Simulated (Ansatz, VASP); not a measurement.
## MgAl2C2: VASP beside Ansatz

```
Mg Al C
1.0
     3.34703    0.00000    0.00000
    -1.67351    2.89861    0.00000
     0.00000    0.00000    5.70512
Mg Al C
1 2 2
Direct
  0.00000 0.00000 0.00000
  0.33333 0.66667 0.34950
  0.66667 0.33333 0.65050
  0.33333 0.66667 0.73108
  0.66667 0.33333 0.26892
```

Alike in both runs: functional LDA; k mesh 12 × 12 × 6; no spin polarisation.

Ansatz relaxed the structure, and its values are those at the end. VASP's run is a single point on that final structure, the one shown.

```csv
,VASP,Ansatz
version,VASP 6.6.1,Ansatz 0.2.0
potentials or method,"VASP PAW LDA potentials, release 64 (Mg, Al, C), cutoff 520 eV","scalar-relativistic, plane waves, PAW"
occupations,"gaussian, width 0.01 eV",fixed
valence electrons in the cell,16,24
```

```tsv
	VASP	Ansatz	Ansatz less VASP
gap on the k mesh at the Fermi level (eV)	1.77	1.78	+0.008
least direct gap on the mesh (eV)	2.98	2.99	+0.006
pressure (GPa)	-0.1	0.0	+0.07
rms of the force components (eV/Å)	0.011	0.000	-0.0111
```

LDA's correlation is that of Perdew and Zunger in VASP and of Perdew and Wang (1992) in Ansatz. VASP's potentials hold 16 valence electrons a cell and Ansatz's 24, so a difference there can come from the potentials and not from the codes.
